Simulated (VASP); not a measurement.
# Rh (Im-3m) in VASP: further runs

Runs on Rh. Level: PBE. Tasks: single point.

Program: VASP 6.6.1. These are calculated values, not measurements. Logs are shortened: lines on timing, memory, paths and dates and some standing lists are left out, and cuts for length are marked.

### 1 The cell of the first run

It takes space group Im-3m (No. 229, cubic). The conventional cell has a = 3.016 Å, b = 3.016 Å, c = 3.016 Å, α = 90.00°, β = 90.00°, γ = 90.00°. Rh (site symmetry m-3m) has 14 Rh at 2.61 to 3.02 Å within 3.4 Å.

### 2 Single point, PBE

The input, INCAR:

```
SYSTEM = Rh
PREC = Accurate
ENCUT = 520
EDIFF = 1E-7
ISMEAR = 0
SIGMA = 0.05
LREAL = .FALSE.
LASPH = .TRUE.
NELM = 100
ALGO = Fast
ISIF = 2
LWAVE = .FALSE.
LCHARG = .TRUE.
GGA = PE
LELF = .TRUE.
LVHAR = .TRUE.
NBANDS = 14
```

The input, KPOINTS:

```
Automatic mesh
0
G
  10 10 10
  0 0 0
```

The input, POSCAR:

```
Rh
1.0
   -1.5080309994      1.5080309994      1.5080309994
    1.5080309994     -1.5080309994      1.5080309994
    1.5080309994      1.5080309994     -1.5080309994
Rh
1
Direct
    0.0000000000      0.0000000000      0.0000000000
```

Potentials or basis: VASP PAW PBE potentials, release 64 (Rh_pv).

Command:

```sh
cat potpaw_PBE.64/Rh_pv/POTCAR > POTCAR
mpirun -np 1 vasp_std > vasp.out
```

OUTCAR:

```text
SYSTEM = Rh
   PREC = Accurate
   ENCUT = 520
   EDIFF = 1E-7
   ISMEAR = 0
   LREAL = .FALSE.
   LASPH = .TRUE.
   NELM = 100
   ISIF = 2
   GGA = PE

 ion  position               nearest neighbor table
   1  0.000  0.000  0.000-

  LATTYP: Found a body centered cubic cell.
 ALAT       =     3.0160619988

  Lattice vectors:

 A1 = (  -1.5080309994,   1.5080309994,   1.5080309994)
 A2 = (   1.5080309994,  -1.5080309994,   1.5080309994)
 A3 = (   1.5080309994,   1.5080309994,  -1.5080309994)

Analysis of symmetry for initial positions (statically):
=====================================================================
 Subroutine PRICEL returns:
 Original cell was already a primitive cell.

 Routine SETGRP: Setting up the symmetry group for a
 body centered cubic supercell.

 Subroutine GETGRP returns: Found 48 space group operations
 (whereof 48 operations were pure point group operations)
 out of a pool of 48 trial point group operations.

The static configuration has the point symmetry O_h .

Analysis of symmetry for dynamics (positions and initial velocities):
=====================================================================
 Subroutine PRICEL returns:
 Original cell was already a primitive cell.

 Routine SETGRP: Setting up the symmetry group for a
 body centered cubic supercell.

 Subroutine GETGRP returns: Found 48 space group operations
 (whereof 48 operations were pure point group operations)
 out of a pool of 48 trial point group operations.

The dynamic configuration has the point symmetry O_h .

 Subroutine INISYM returns: Found 48 space group operations
 (whereof 48 operations are pure point group operations),
 and found     1 'primitive' translations

----------------------------------------------------------------------------------------

                                     Primitive cell

  volume of cell :      13.7180

  direct lattice vectors                    reciprocal lattice vectors
    -1.508030999  1.508030999  1.508030999     0.000000000  0.331558171  0.331558171
     1.508030999 -1.508030999  1.508030999     0.331558171  0.000000000  0.331558171
     1.508030999  1.508030999 -1.508030999     0.331558171  0.331558171  0.000000000

  length of vectors
     2.611986310  2.611986310  2.611986310     0.468894062  0.468894062  0.468894062

  position of ions in fractional coordinates (direct lattice)
     0.000000000  0.000000000  0.000000000

  ion indices of the primitive-cell ions
   primitive index   ion index
                 1           1

----------------------------------------------------------------------------------------

 KPOINTS: Automatic mesh

Automatic generation of k-mesh.
 Grid dimensions read from file:
 generate k-points for:   10   10   10

 Generating k-lattice:

  Cartesian coordinates                     Fractional coordinates (reciprocal lattice)
     0.000000000  0.033155817  0.033155817     0.100000000  0.000000000  0.000000000
     0.033155817  0.000000000  0.033155817     0.000000000  0.100000000  0.000000000
     0.033155817  0.033155817  0.000000000     0.000000000  0.000000000  0.100000000

  Length of vectors
     0.046889406  0.046889406  0.046889406

  Shift w.r.t. Gamma in fractional coordinates (k-lattice)
     0.000000000  0.000000000  0.000000000

 Subroutine IBZKPT returns following result:
 ===========================================

 Found     47 irreducible k-points:

 Following reciprocal coordinates:
            Coordinates               Weight
  0.000000  0.000000  0.000000      1.000000
  0.100000  0.000000  0.000000     12.000000
  0.200000  0.000000  0.000000     12.000000
  0.300000  0.000000  0.000000     12.000000
  0.400000  0.000000  0.000000     12.000000
  0.500000  0.000000  0.000000      6.000000
[... 16 lines left out ...]
  0.300000  0.300000  0.100000      8.000000
 -0.300000  0.300000  0.100000     24.000000
 [... further k-points ...]
   k-points           NKPTS =     47   k-points in BZ     NKDIM =     47   number of bands    NBANDS=     14
   number of dos      NEDOS =    301   number of ions     NIONS =      1
   total plane-waves  NPLWV =   8000
   dimension x,y,z NGX =    20 NGY =   20 NGZ =   20
   dimension x,y,z NGXF=    40 NGYF=   40 NGZF=   40
   ions per type =               1
   NGX,Y,Z   is equivalent  to a cutoff of  12.73, 12.73, 12.73 a.u.
   NGXF,Y,Z  is equivalent  to a cutoff of  25.46, 25.46, 25.46 a.u.
 SYSTEM =  Rh
   PREC   = accura    normal or accurate (medium, high low for compatibility)
   ISTART =      0    job   : 0-new  1-cont  2-samecut
   ICHARG =      2    charge: 1-file 2-atom 10-const
   ISPIN  =      1    spin polarized calculation?
   LNONCOLLINEAR =      F non collinear calculations
   LSORBIT =      F    spin-orbit coupling
   LASPH  =      T    aspherical Exc in radial PAW
   ENCUT  =  520.0 eV  38.22 Ry    6.18 a.u.   4.86  4.86  4.86*2*pi/ulx,y,z
   NELM   =    100;   NELMIN=  2; NELMDL= -5     # of ELM steps
   EDIFF  = 0.1E-06   stopping-criterion for ELM
   LREAL  =      F    real-space projection
   EDIFFG = 0.1E-05   stopping-criterion for IOM
   NSW    =      0    number of steps for IOM
   IBRION =     -1    ionic relax: 0-MD 1-quasi-New 2-CG
   NFREE  =      0    steps in history (QN), initial steepest desc. (CG)
   ISIF   =      2    stress and relaxation
   ISYM   =      2    0-nonsym 1-usesym 2-fastsym
   POTIM  = 0.5000    time-step for ionic-motion
   TEBEG  =    0.0;   TEEND  =   0.0 temperature during run
   PSTRESS=    0.0 pullay stress
   NELECT =      15.0000    total number of electrons
   NUPDOWN=      -1.0000    fix difference up-down
   EMIN   =  10.00;   EMAX   =-10.00  energy-range for DOS
   EFERMI =   0.00;   METHOD = LEGACY
   ISMEAR =     0;   SIGMA  =   0.05  broadening in eV -4-tet -1-fermi 0-gaus
   EFERMI_NEDOS =   21; number of points for ismear=-14 and -15
   IALGO  =     68    algorithm
   IMIX   =      4    mixing-type and parameters
     AMIX     =   0.40;   BMIX     =  1.00
     AMIX_MAG =   1.60;   BMIX_MAG =  1.00
  volume/ion in A,a.u.               =      13.72        92.57
  Fermi-wavevector in a.u.,A,eV,Ry     =   1.686585  3.187184 38.702725  2.844570
  Thomas-Fermi vector in A             =   2.769224
   LORBIT       =      0    0 simple, 1 ext, 2 COOP (PROOUT), +10 PAW based schemes
   GGA     = PE    functional components
   LHFCALC =     F    Hartree Fock is set to
   AEXX    =    0.0000 exact exchange contribution
   IVDW    =     0    specifies the selected vdW correction
   LEPSILON=     F    determine dielectric tensor
   LRPA    =     F    only Hartree local field effects (RPA)
 non-spin polarized calculation
 RMM-DIIS sequential band-by-band and
 Gauss-broadening in eV      SIGMA  =   0.05
  energy-cutoff  :      520.00
  volume of cell :       13.72
 maximum number of plane-waves:       382
   NGX =  9   NGY =  9   NGZ =  9

 number of electron      14.9999993 magnetization

 Free energy of the ion-electron system (eV)
  ---------------------------------------------------
  ext. energy  EPLUGINS =         0.00000000
  ---------------------------------------------------
  free energy    TOTEN  =        -6.88087649 eV

  energy without entropy =       -6.87730293  energy(sigma->0) =       -6.87908971

 E-fermi :  11.7717     XC(G=0): -14.0236

 val. band max:       11.7467540117   @ k =   0.3000   0.2000   0.2000
 cond. band min:      11.8049757301   @ k =  -0.4000   0.4000   0.4000
 fundamental gap:      0.0582217183
 Fermi energy:        11.7717414629

 k-point     1 :       0.0000    0.0000    0.0000
  band No.  band energies     occupation
      1     -34.2604      2.00000
      2     -34.2604      2.00000
      3     -34.2604      2.00000
      4       3.9790      2.00000
      5       8.7937      2.00000
      6       8.7937      2.00000
      7       8.7937      2.00000
      8      11.3146      2.00000
      9      11.3146      2.00000
     10      30.2839      0.00000
     11      30.2839      0.00000
     12      30.2839      0.00000
     13      32.8105      0.00000
     14      40.5694      0.00000

 k-point     2 :       0.1000    0.0000    0.0000
  band No.  band energies     occupation
      1     -34.3351      2.00000
      2     -34.2850      2.00000
      3     -34.2605      2.00000
      4       4.3980      2.00000
      5       8.6228      2.00000
      6       8.7870      2.00000
      7       9.1354      2.00000
      8      11.1153      2.00000
      9      11.3274      2.00000
     10      30.4190      0.00000
     11      30.4401      0.00000
     12      30.8956      0.00000
     13      32.8099      0.00000
     14      38.1943      0.00000

 k-point     3 :       0.2000    0.0000    0.0000
  band No.  band energies     occupation
      1     -34.5279      2.00000
      2     -34.3490      2.00000
      3     -34.2605      2.00000
      4       5.4290      2.00000
      5       8.2008      2.00000
      6       8.8020      2.00000
      7      10.1004      2.00000
      8      10.8768      2.00000
      9      11.3817      2.00000
     10      29.6160      0.00000
     11      29.9987      0.00000
     12      32.5707      0.00000
     13      32.8097      0.00000
     14      36.9739      0.00000
[... 324 lines left out ...]
 k-point    23 :       0.3000    0.3000    0.1000
  band No.  band energies     occupation
      1     -34.7374      2.00000
      2     -34.7374      2.00000
      3     -34.4194      2.00000
      4       7.0579      2.00000
      5       8.3743      2.00000
      6       8.3743      2.00000
      7      11.6692      1.99627
      8      11.6692      1.99627
      9      20.9906      0.00000
     10      20.9906      0.00000
     11      21.3976      0.00000
     12      26.9220      0.00000
     13      32.8143      0.00000
     14      38.3677      0.00000

 k-point    24 :      -0.3000    0.3000    0.1000
  band No.  band energies     occupation
      1     -34.7504      2.00000
      2     -34.4541      2.00000
      3     -34.3181      2.00000
      4       6.4417      2.00000
      5       8.0714      2.00000
      6       9.0765      2.00000
      7      10.5100      2.00000
      8      11.3938      2.00000
      9      12.1957      0.00000
     10      26.8070      0.00000
     11      28.8455      0.00000
     12      32.5450      0.00000
     13      32.8107      0.00000
     14      35.8254      0.00000

 [... further k-points ...]

------------------------ aborting loop because EDIFF is reached ----------------------------------------

  FORCE on cell =-STRESS in cart. coord.  units (eV):
  Direction    XX          YY          ZZ          XY          YZ          ZX
  --------------------------------------------------------------------------------------
  -------------------------------------------------------------------------------------
  Total        1.2201463      1.2201463      1.2201463      0.0000000     -0.0000000      0.0000000
  in kB      142.5055222    142.5055222    142.5055222      0.0000000     -0.0000000      0.0000000
  external PRESSURE =     142.5055222 kB  Pullay stress =       0.0000000 kB

 VOLUME and BASIS-vectors are now :
 -----------------------------------------------------------------------------
  energy-cutoff  :      520.00
  volume of cell :       13.72
      direct lattice vectors                 reciprocal lattice vectors
    -1.508030999  1.508030999  1.508030999     0.000000000  0.331558171  0.331558171
     1.508030999 -1.508030999  1.508030999     0.331558171  0.000000000  0.331558171
     1.508030999  1.508030999 -1.508030999     0.331558171  0.331558171  0.000000000

 POSITION                                       TOTAL-FORCE (eV/Angst)
 -----------------------------------------------------------------------------------
      0.00000      0.00000      0.00000         0.000000      0.000000      0.000000
 -----------------------------------------------------------------------------------
    total drift:                                0.000000     -0.000000      0.000000

  FREE ENERGIE OF THE ION-ELECTRON SYSTEM (eV)
  ---------------------------------------------------
  free  energy   TOTEN  =        -6.8808764870 eV

  energy  without entropy=       -6.8773029258  energy(sigma->0) =       -6.87908971
```

Run time: 12 s. Hardware: 1 thread of Intel Xeon Platinum 8259CL at 2.50GHz (Skylake/Cascade Lake), shared host; peak memory 0.13 GiB.

What came out:

* Free energy: -6.8809 eV
* Pressure: 14.3 GPa

### 3 Single point, PBE

This run uses another cell than the first one, of 14.47 Å³/atom, 1.055 times its volume.

The input, INCAR:

```
  ALGO = Normal
  EDIFF = 1E-6
  ENCUT = 500
  GGA = PE
  GGA_COMPAT = False
  ISIF = 2
  ISMEAR = 0
  LASPH = True
  LCHARG = False
  LREAL = False
  LWAVE = False
  NBANDS = 14
  NELM = 120
  PREC = Accurate
  SIGMA = 0.05
```

The input, KPOINTS:

```
k-points
0
Gamma
  10 10 10
```

The input, POSCAR:

```
Rh
1.0
   -1.5350999964      1.5350999964      1.5350999964
    1.5350999964     -1.5350999964      1.5350999964
    1.5350999964      1.5350999964     -1.5350999964
Rh
1
Direct
    0.0000000000      0.0000000000      0.0000000000
```

Potentials or basis: VASP PAW PBE potentials, release 64 (Rh_pv).

Command:

```sh
cat potpaw_PBE.64/Rh_pv/POTCAR > POTCAR
mpirun -np 1 vasp_std > vasp.out
```

Wall time 6.3 s (1 thread of Intel Xeon Platinum 8488C (Sapphire Rapids), shared host); peak memory 0.12 GiB.

Results (log left out):

* Free energy: -6.9128 eV
* Pressure: 0.0 GPa

Levels at points of the mesh, in eV from the Fermi level:
| k point | band 4 | band 5 | band 6 | band 7 | band 8 | band 9 | band 10 | band 11 | band 12 | band 13 |
| --- | --- | --- | --- | --- | --- | --- | --- | --- | --- | --- |
| (0.00, 0.00, 0.00) | -7.42 | -2.75 | -2.75 | -2.75 | -0.41 | -0.41 | 18.43 | 18.43 | 18.43 | 21.16 |
| (0.50, 0.00, 0.00) | -5.54 | -4.18 | -0.48 | -0.09 | 1.35 | 1.53 | 9.01 | 14.56 | 18.14 | 21.16 |
| (0.50, 0.50, 0.50) | -5.51 | -5.51 | 1.05 | 1.05 | 1.05 | 9.32 | 9.32 | 9.32 | 18.72 | 18.72 |

### 4 Single point, PBE

This run uses another cell than the first one, of 15.01 Å³/atom, 1.094 times its volume.

The input, INCAR:

```
SYSTEM = Rh
  ALGO = Normal
  EDIFF = 1E-6
  ENCUT = 500
  GGA = PE
  GGA_COMPAT = .FALSE.
  ISIF = 2
  ISMEAR = 0
  LASPH = .TRUE.
  LCHARG = .FALSE.
  LREAL = .FALSE.
  LWAVE = .FALSE.
  NBANDS = 14
  NELM = 120
  PREC = Accurate
  SIGMA = 0.05
```

The input, KPOINTS:

```
k-points
0
G
  10 10 10
  0 0 0
```

The input, POSCAR:

```
Rh
1.0
   -1.5539301304      1.5539301304      1.5539301304
    1.5539301304     -1.5539301304      1.5539301304
    1.5539301304      1.5539301304     -1.5539301304
Rh
1
Direct
    0.0000000000      0.0000000000      0.0000000000
```

Command:

```sh
cat potpaw_PBE.64/Rh_pv/POTCAR > POTCAR
mpirun -np 1 vasp_std > vasp.out
```

Run time: 5.8 s. Hardware: 1 thread of Intel Xeon Platinum 8488C (Sapphire Rapids), shared host; peak memory 0.13 GiB.

The run converged. Its results:

* Free energy: -6.8994 eV
* Pressure: -7.7 GPa

Levels at points of the mesh, in eV from the Fermi level:
```csv
k point,band 4,band 5,band 6,band 7,band 8,band 9,band 10,band 11,band 12,band 13
"(0.00, 0.00, 0.00)",-7.17,-2.60,-2.60,-2.60,-0.38,-0.38,18.36,18.36,18.36,21.25
"(0.50, 0.00, 0.00)",-5.26,-3.95,-0.45,-0.08,1.38,1.43,8.63,14.48,17.73,21.25
"(0.50, 0.50, 0.50)",-5.20,-5.20,0.98,0.98,0.98,9.15,9.15,9.15,18.20,18.21
```

### 5 The runs side by side

```csv
cell,cutoff (eV),gap on the mesh (eV),pressure (GPa)
"a = 2.612 Å, angles 109.5°, 1 atom",520,none,14.3
"a = 2.659 Å, angles 109.5°, 1 atom",500,none,0.0
"a = 2.691 Å, angles 109.5°, 1 atom",500,none,-7.7
```

Alike in all rows: task single point; level PBE; potentials or basis VASP PAW PBE potentials, release 64 (Rh_pv); no spin polarisation; k mesh 10 × 10 × 10; smearing gaussian 0.05 eV.

Total energies depend on the potentials used, so only differences within one code and one set of settings carry meaning.
